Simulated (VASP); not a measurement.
# CaSe (rocksalt type) (Fm-3m) in VASP: a series of runs

Runs on CaSe (rocksalt type). Level: PBE. Tasks: single point, relaxation of cell and atoms.

Everything below comes from runs of VASP 6.6.1. Logs are shortened: lines on timing, memory, paths and dates and some standing lists are left out, and cuts for length are marked.

## Step 1: The cell of the first run

Symmetry: Fm-3m, No. 225, cubic system. Conventional cell: a = 5.958 Å, b = 5.958 Å, c = 5.958 Å, α = 90.00°, β = 90.00°, γ = 90.00°. Within 3.9 Å of Ca (site symmetry m-3m) lie 6 Se at 2.98 Å. Within 3.9 Å of Se (site symmetry m-3m) lie 6 Ca at 2.98 Å.

## Step 2: Single point, PBE

File INCAR:

```
SYSTEM = CaSe
ALGO     = Normal         ! electronic algorithm
EDIFF    = 1E-6           ! SCF threshold, eV
ENCUT    = 520            ! plane-wave cutoff, eV
GGA      = PE             ! functional
ISIF     = 2              ! what is computed and relaxed
ISMEAR   = -1             ! smearing method
LASPH    = .TRUE.         ! aspherical terms in the spheres
LCHARG   = .FALSE.        ! write CHGCAR
LREAL    = .FALSE.        ! projectors in reciprocal space
LWAVE    = .FALSE.        ! write WAVECAR
NBANDS   = 15             ! bands
NELM     = 60             ! most SCF steps
PREC     = Accurate       ! precision mode
SIGMA    = 0.03           ! smearing width, eV
```

File KPOINTS:

```
k-points
0
G
  12 12 12
  0 0 0
```

File POSCAR:

```
CaSe
1.0
    0.0000000000      2.9789653787      2.9789653787
    2.9789653787      0.0000000000      2.9789653787
    2.9789653787      2.9789653787      0.0000000000
Ca Se
1 1
Direct
    0.0000000000      0.0000000000      0.0000000000
    0.5000000000      0.5000000000      0.5000000000
```

Potentials or basis: VASP PAW PBE potentials, release 64 (Ca_sv, Se).

The run is started by

```bash
> cat potpaw_PBE.64/Ca_sv/POTCAR potpaw_PBE.64/Se/POTCAR > POTCAR
> mpirun -np 1 vasp_std > vasp.out
```

OUTCAR:

```text
SYSTEM = CaSe
   EDIFF = 1E-6
   ENCUT = 520
   GGA = PE
   ISIF = 2
   ISMEAR = -1
   LASPH = .TRUE.
   LREAL = .FALSE.
   NELM = 60
   PREC = Accurate

 ion  position               nearest neighbor table
   1  0.000  0.000  0.000-   2 2.98   2 2.98   2 2.98   2 2.98   2 2.98   2 2.98
   2  0.500  0.500  0.500-   1 2.98   1 2.98   1 2.98   1 2.98   1 2.98   1 2.98

  LATTYP: Found a face centered cubic cell.
 ALAT       =     5.9579307574

  Lattice vectors:

 A1 = (   0.0000000000,   2.9789653787,   2.9789653787)
 A2 = (   2.9789653787,   0.0000000000,   2.9789653787)
 A3 = (   2.9789653787,   2.9789653787,   0.0000000000)

Analysis of symmetry for initial positions (statically):
=====================================================================
 Subroutine PRICEL returns:
 Original cell was already a primitive cell.

 Routine SETGRP: Setting up the symmetry group for a
 face centered cubic supercell.

 Subroutine GETGRP returns: Found 48 space group operations
 (whereof 48 operations were pure point group operations)
 out of a pool of 48 trial point group operations.

The static configuration has the point symmetry O_h .

Analysis of symmetry for dynamics (positions and initial velocities):
=====================================================================
 Subroutine PRICEL returns:
 Original cell was already a primitive cell.

 Routine SETGRP: Setting up the symmetry group for a
 face centered cubic supercell.

 Subroutine GETGRP returns: Found 48 space group operations
 (whereof 48 operations were pure point group operations)
 out of a pool of 48 trial point group operations.

The dynamic configuration has the point symmetry O_h .

 Subroutine INISYM returns: Found 48 space group operations
 (whereof 48 operations are pure point group operations),
 and found     1 'primitive' translations

----------------------------------------------------------------------------------------

                                     Primitive cell

  volume of cell :      52.8721

  direct lattice vectors                    reciprocal lattice vectors
     0.000000000  2.978965379  2.978965379    -0.167843508  0.167843508  0.167843508
     2.978965379  0.000000000  2.978965379     0.167843508 -0.167843508  0.167843508
     2.978965379  2.978965379  0.000000000     0.167843508  0.167843508 -0.167843508

  length of vectors
     4.212893240  4.212893240  4.212893240     0.290713484  0.290713484  0.290713484

  position of ions in fractional coordinates (direct lattice)
     0.000000000  0.000000000  0.000000000
     0.500000000  0.500000000  0.500000000

  ion indices of the primitive-cell ions
   primitive index   ion index
                 1           1
                 2           2

----------------------------------------------------------------------------------------

 KPOINTS: k-points

Automatic generation of k-mesh.
 Grid dimensions read from file:
 generate k-points for:   12   12   12

 Generating k-lattice:

  Cartesian coordinates                     Fractional coordinates (reciprocal lattice)
    -0.013986959  0.013986959  0.013986959     0.083333333  0.000000000  0.000000000
     0.013986959 -0.013986959  0.013986959     0.000000000  0.083333333  0.000000000
     0.013986959  0.013986959 -0.013986959     0.000000000  0.000000000  0.083333333

  Length of vectors
     0.024226124  0.024226124  0.024226124

  Shift w.r.t. Gamma in fractional coordinates (k-lattice)
     0.000000000  0.000000000  0.000000000

 Subroutine IBZKPT returns following result:
 ===========================================

 Found     72 irreducible k-points:

 Following reciprocal coordinates:
            Coordinates               Weight
  0.000000  0.000000  0.000000      1.000000
  0.083333  0.000000  0.000000      8.000000
  0.166667  0.000000  0.000000      8.000000
  0.250000  0.000000  0.000000      8.000000
  0.333333  0.000000  0.000000      8.000000
  0.416667  0.000000  0.000000      8.000000
[... 16 lines left out ...]
  0.500000  0.166667  0.000000     24.000000
 -0.416667  0.166667  0.000000     24.000000
 [... further k-points ...]
   k-points           NKPTS =     72   k-points in BZ     NKDIM =     72   number of bands    NBANDS=     15
   number of dos      NEDOS =    301   number of ions     NIONS =      2
   total plane-waves  NPLWV =  32768
   dimension x,y,z NGX =    32 NGY =   32 NGZ =   32
   dimension x,y,z NGXF=    64 NGYF=   64 NGZF=   64
   ions per type =               1   1
   NGX,Y,Z   is equivalent  to a cutoff of  12.63, 12.63, 12.63 a.u.
   NGXF,Y,Z  is equivalent  to a cutoff of  25.26, 25.26, 25.26 a.u.
 SYSTEM =  CaSe
   PREC   = accura    normal or accurate (medium, high low for compatibility)
   ISTART =      0    job   : 0-new  1-cont  2-samecut
   ICHARG =      2    charge: 1-file 2-atom 10-const
   ISPIN  =      1    spin polarized calculation?
   LNONCOLLINEAR =      F non collinear calculations
   LSORBIT =      F    spin-orbit coupling
   LASPH  =      T    aspherical Exc in radial PAW
   ENCUT  =  520.0 eV  38.22 Ry    6.18 a.u.   7.83  7.83  7.83*2*pi/ulx,y,z
   NELM   =     60;   NELMIN=  2; NELMDL= -5     # of ELM steps
   EDIFF  = 0.1E-05   stopping-criterion for ELM
   LREAL  =      F    real-space projection
   EDIFFG = 0.1E-04   stopping-criterion for IOM
   NSW    =      0    number of steps for IOM
   IBRION =     -1    ionic relax: 0-MD 1-quasi-New 2-CG
   NFREE  =      0    steps in history (QN), initial steepest desc. (CG)
   ISIF   =      2    stress and relaxation
   ISYM   =      2    0-nonsym 1-usesym 2-fastsym
   POTIM  = 0.5000    time-step for ionic-motion
   TEBEG  =    0.0;   TEEND  =   0.0 temperature during run
   PSTRESS=    0.0 pullay stress
   NELECT =      16.0000    total number of electrons
   NUPDOWN=      -1.0000    fix difference up-down
   EMIN   =  10.00;   EMAX   =-10.00  energy-range for DOS
   EFERMI =   0.00;   METHOD = LEGACY
   ISMEAR =    -1;   SIGMA  =   0.03  broadening in eV -4-tet -1-fermi 0-gaus
   EFERMI_NEDOS =   21; number of points for ismear=-14 and -15
   IALGO  =     38    algorithm
   IMIX   =      4    mixing-type and parameters
     AMIX     =   0.40;   BMIX     =  1.00
     AMIX_MAG =   1.60;   BMIX_MAG =  1.00
  volume/ion in A,a.u.               =      26.44       178.40
  Fermi-wavevector in a.u.,A,eV,Ry     =   1.099105  2.077008 16.436285  1.208033
  Thomas-Fermi vector in A             =   2.235494
   LORBIT       =      0    0 simple, 1 ext, 2 COOP (PROOUT), +10 PAW based schemes
   GGA     = PE    functional components
   LHFCALC =     F    Hartree Fock is set to
   AEXX    =    0.0000 exact exchange contribution
   IVDW    =     0    specifies the selected vdW correction
   LEPSILON=     F    determine dielectric tensor
   LRPA    =     F    only Hartree local field effects (RPA)
 non-spin polarized calculation
  energy-cutoff  :      520.00
  volume of cell :       52.87
 maximum number of plane-waves:      1435
   NGX = 15   NGY = 15   NGZ = 15

 number of electron      15.9999996 magnetization

 Free energy of the ion-electron system (eV)
  ---------------------------------------------------
  ext. energy  EPLUGINS =         0.00000000
  ---------------------------------------------------
  free energy    TOTEN  =        -9.48589254 eV

  energy without entropy =       -9.48589254  energy(sigma->0) =       -9.48589254

 E-fermi :   2.8581     XC(G=0):  -9.0646

 val. band max:        2.2991209004   @ k =   0.0000   0.0000   0.0000
 cond. band min:       4.3730051191   @ k =   0.5000   0.5000   0.0000
 fundamental gap:      2.0738842187
 Fermi energy:         2.8580639984

 k-point     1 :       0.0000    0.0000    0.0000
  band No.  band energies     occupation
      1     -37.5163      2.00000
      2     -18.5063      2.00000
      3     -18.5063      2.00000
      4     -18.5063      2.00000
      5      -9.4259      2.00000
      6       2.2991      2.00000
      7       2.2991      2.00000
      8       2.2991      2.00000
      9       5.5261      0.00000
     10       6.0115      0.00000
     11       6.0115      0.00000
     12       6.0115      0.00000
     13       6.5593      0.00000
     14       6.5593      0.00000
     15      11.9827      0.00000

 k-point     2 :       0.0833    0.0000    0.0000
  band No.  band energies     occupation
      1     -37.5159      2.00000
      2     -18.5134      2.00000
      3     -18.5068      2.00000
      4     -18.5068      2.00000
      5      -9.3860      2.00000
      6       1.9184      2.00000
      7       2.1896      2.00000
      8       2.1896      2.00000
      9       5.8008      0.00000
     10       6.1081      0.00000
     11       6.1081      0.00000
     12       6.1683      0.00000
     13       6.7369      0.00000
     14       6.7369      0.00000
     15      12.0829      0.00000

 k-point     3 :       0.1667    0.0000    0.0000
  band No.  band energies     occupation
      1     -37.5148      2.00000
      2     -18.5325      2.00000
      3     -18.5081      2.00000
      4     -18.5081      2.00000
      5      -9.2746      2.00000
      6       1.1399      2.00000
      7       1.9268      2.00000
      8       1.9268      2.00000
      9       5.9064      0.00000
     10       6.3574      0.00000
     11       6.3574      0.00000
     12       7.0038      0.00000
     13       7.2290      0.00000
     14       7.2290      0.00000
     15      12.0220      0.00000
[... 343 lines left out ...]
 k-point    23 :       0.5000    0.1667    0.0000
  band No.  band energies     occupation
      1     -37.5098      2.00000
      2     -18.5954      2.00000
      3     -18.5264      2.00000
      4     -18.5193      2.00000
      5      -8.7955      2.00000
      6      -0.5817      2.00000
      7       0.8786      2.00000
      8       1.2012      2.00000
      9       6.3302      0.00000
     10       7.7225      0.00000
     11       7.8585      0.00000
     12       8.0543      0.00000
     13       8.6350      0.00000
     14       9.5156      0.00000
     15      10.2388      0.00000

 k-point    24 :      -0.4167    0.1667    0.0000
  band No.  band energies     occupation
      1     -37.5097      2.00000
      2     -18.5968      2.00000
      3     -18.5296      2.00000
      4     -18.5168      2.00000
      5      -8.7779      2.00000
      6      -0.6252      2.00000
      7       0.8464      2.00000
      8       1.1472      2.00000
      9       6.8092      0.00000
     10       7.3498      0.00000
     11       7.6480      0.00000
     12       8.2391      0.00000
     13       8.8698      0.00000
     14       9.2745      0.00000
     15      10.8057      0.00000

 [... further k-points ...]

------------------------ aborting loop because EDIFF is reached ----------------------------------------

  FORCE on cell =-STRESS in cart. coord.  units (eV):
  Direction    XX          YY          ZZ          XY          YZ          ZX
  --------------------------------------------------------------------------------------
  -------------------------------------------------------------------------------------
  Total        0.0545359      0.0545359      0.0545359      0.0000000      0.0000000     -0.0000000
  in kB        1.6525973      1.6525973      1.6525973      0.0000000      0.0000000     -0.0000000
  external PRESSURE =       1.6525973 kB  Pullay stress =       0.0000000 kB

 VOLUME and BASIS-vectors are now :
 -----------------------------------------------------------------------------
  energy-cutoff  :      520.00
  volume of cell :       52.87
      direct lattice vectors                 reciprocal lattice vectors
     0.000000000  2.978965379  2.978965379    -0.167843508  0.167843508  0.167843508
     2.978965379  0.000000000  2.978965379     0.167843508 -0.167843508  0.167843508
     2.978965379  2.978965379  0.000000000     0.167843508  0.167843508 -0.167843508

 POSITION                                       TOTAL-FORCE (eV/Angst)
 -----------------------------------------------------------------------------------
      0.00000      0.00000      0.00000         0.000000     -0.000000     -0.000000
      2.97897      2.97897      2.97897        -0.000000      0.000000      0.000000
 -----------------------------------------------------------------------------------
    total drift:                                0.000000     -0.000000     -0.000000

  FREE ENERGIE OF THE ION-ELECTRON SYSTEM (eV)
  ---------------------------------------------------
  free  energy   TOTEN  =        -9.4858925415 eV

  energy  without entropy=       -9.4858925414  energy(sigma->0) =       -9.48589254
```

Run time: 27 s. Hardware: 1 thread of Intel Xeon Platinum 8488C (Sapphire Rapids), shared host; peak memory 0.2 GiB.

Results:

* Free energy: -9.4859 eV
* Pressure: 0.2 GPa
* Band gap on the k mesh: 2.07 eV (least direct gap 2.99 eV)

Levels at points of the mesh, in eV from the valence-band top:
```tsv
k point	band 6	band 7	band 8	band 9	band 10	band 11
(0.00, 0.00, 0.00)	0.00	0.00	0.00	3.23	3.71	3.71
(0.50, 0.00, 0.00)	-3.20	-1.15	-1.15	4.48	5.42	5.45
(0.50, 0.50, 0.00)	-2.46	-0.91	-0.91	2.07	4.96	5.00
```

A k mesh can miss the band edges.

## Step 3: Relaxation of cell and atoms, PBE

This run uses another cell than the first one, of 23.37 Å³/atom.

File INCAR:

```
SYSTEM = CaSe
ALGO = Normal
EDIFF = 1E-6
EDIFFG = -0.005
ENCUT = 600
GGA = PE
IBRION = 2
ISIF = 3
ISMEAR = -1
LASPH = .True.
LCHARG = .False.
LREAL = .False.
LWAVE = .False.
NELM = 80
NSW = 100
PREC = Accurate
SIGMA = 0.03
```

File KPOINTS:

```
k-points
0
Gamma
  12 12 12
  0 0 0
```

File POSCAR:

```
CaSe
1.0
    0.0000000000      2.8589414393      2.8589414393
    2.8589414393      0.0000000000      2.8589414393
    2.8589414393      2.8589414393      0.0000000000
Ca Se
1 1
Direct
    0.0000000000      0.0000000000      0.0000000000
    0.5000000000      0.5000000000      0.5000000000
```

Potentials or basis: VASP PAW PBE potentials, release 64 (Ca_sv, Se).

The run is started by

```bash
> cat potpaw_PBE.64/Ca_sv/POTCAR potpaw_PBE.64/Se/POTCAR > POTCAR
> mpirun -np 1 vasp_std > vasp.out
```

Wall time 1.7 min (1 thread of Intel Xeon Platinum 8488C (Sapphire Rapids), shared host); peak memory 0.21 GiB.

It converged, with:

```yaml
Free_energy: -9.4855 eV
Relaxed_volume: 26.53 Å³/atom
Relaxed_cell: a = 4.218 Å, b = 4.218 Å, c = 4.218 Å, α = 60.00°, β = 60.00°, γ = 60.00°
Space_group_after_relaxing_to_0.1_Å: Fm-3m (No. 225)
Energy_gained_by_relaxing: 69.9 meV/atom
Ionic_steps: 5
Pressure_after_relaxing: 0.0 GPa
Band_gap_on_the_k_mesh: 2.08 eV (least direct gap 2.99 eV)
```

The path:
```
step  energy change (eV)  largest force (eV/Å)  pressure (GPa)  volume (Å³)
   1              0.0000                0.0000            7.89        46.74
   2             -0.1303                0.0000           -1.56        54.95
   3             -0.1398                0.0000            0.04        53.02
   4             -0.1397                0.0000           -0.08        53.15
   5             -0.1398                0.0000            0.00        53.06
```

Final structure:
```
CELL_PARAMETERS angstrom
0.00000 2.98249 2.98249
2.98249 0.00000 2.98249
2.98249 2.98249 0.00000
ATOMIC_POSITIONS crystal
Ca 0.00000 0.00000 0.00000
Se 0.50000 0.50000 0.50000
```

Levels at points of the mesh, in eV from the valence-band top:
```tsv
k point	band 4	band 5	band 6	band 7	band 8	band 9	band 10	band 11	band 12
(0.00, 0.00, 0.00)	-20.82	-11.71	0.00	0.00	0.00	3.21	3.71	3.71	3.71
(0.50, 0.00, 0.00)	-20.82	-11.06	-3.19	-1.15	-1.15	4.48	5.41	5.44	5.44
(0.50, 0.50, 0.00)	-20.85	-11.16	-2.46	-0.91	-0.91	2.08	4.94	5.00	5.92
```

(Continued in part 2 of 2.)
